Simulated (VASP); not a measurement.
SrAl4Bi:

```
Sr Al Bi
1.0
     0.00000    3.86307    3.86307
     3.86307    0.00000    3.86307
     3.86307    3.86307    0.00000
Sr Al Bi
1 4 1
Cartesian
  1.9315 1.9315 1.9315
  2.8914 4.8348 2.8914
  2.8914 2.8914 4.8348
  4.8348 4.8348 4.8348
  4.8348 2.8914 2.8914
  0.0000 0.0000 0.0000
```

- Program: VASP 6.6.1
- Task: relaxation of cell and atoms
- Functional: PBE
- Potentials or basis: VASP PAW PBE potentials, release 64 (Sr_sv, Al, Bi_d)
- Cutoff: 600 eV
- k mesh: 4 × 4 × 4
- Occupations: gaussian, width 0.1 eV
- Spin: no spin polarisation

At the start: pressure 13.9 GPa; volume 19.22 Å³/atom.

Q: How do energy, volume and symmetry change on relaxing?

A: Over 3 steps the energy falls by 137.2 meV/atom and the volume is 22.89 Å³/atom (+19.1 %); space group F-43m (No. 216, to 0.1 Å) before and after.

The path:
```csv
step,energy change (eV),largest force (eV/Å),pressure (GPa),volume (Å³)
1,0.0000,0.1739,13.90,115.30
2,-0.7576,0.0309,-2.54,145.42
3,-0.8233,0.0063,0.09,137.34
```

Final structure:
```cif
data_structure
_symmetry_space_group_name_H-M 'P 1'
_symmetry_Int_Tables_number 1
_cell_length_a 5.7913
_cell_length_b 5.7913
_cell_length_c 5.7913
_cell_angle_alpha 60.000
_cell_angle_beta 60.000
_cell_angle_gamma 60.000
_cell_volume 137.34
loop_
_atom_site_label
_atom_site_type_symbol
_atom_site_fract_x
_atom_site_fract_y
_atom_site_fract_z
_atom_site_occupancy
Sr1 Sr 0.25000 0.25000 0.25000 1
Al1 Al 0.62529 0.12413 0.62529 1
Al2 Al 0.62529 0.62529 0.12413 1
Al3 Al 0.62529 0.62529 0.62529 1
Al4 Al 0.12413 0.62529 0.62529 1
Bi1 Bi 0.00000 0.00000 0.00000 1
```

Caveat: the volume moved by over 15 % at a fixed basis, so the end points are rough.
